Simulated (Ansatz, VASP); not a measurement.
# Two plane-wave programs on C

```
C
1.0
     4.05825    0.00000    0.00000
    -2.02912    3.51455    0.00000
     0.00000    0.00000    3.46919
C
9
Direct
  0.76400 0.28765 0.59769
  0.71235 0.47635 0.26436
  0.52365 0.23600 0.93102
  0.28765 0.76400 0.40231
  0.47635 0.71235 0.73564
  0.23600 0.52365 0.06898
  0.87097 0.00000 0.66667
  0.00000 0.87097 0.33333
  0.12903 0.12903 0.00000
```

Alike in both runs: task single point; functional PBE; k mesh 6 × 6 × 6; occupations gaussian, width 0.1 eV; collinear spin.

```csv
,VASP,Ansatz
version,VASP 6.6.1,Ansatz 0.2.0
potentials or method,"VASP PAW PBE potentials, release 64 (C), cutoff 520 eV","scalar-relativistic, plane waves, PAW"
valence electrons in the cell,36,36
```

```csv
,VASP,Ansatz,Ansatz less VASP
gap on the k mesh at the Fermi level (eV),none,none,-
rms of the force components (eV/Å),1.115,1.116,+0.0005
net moment per atom (μB),0.00,0.00,0.000
```

Atom by atom the forces differ by 0.012 eV/Å (rms over components). A gap of «none» marks a metal or a gap that the smearing closes. Ansatz's warnings: seeded moment not kept.
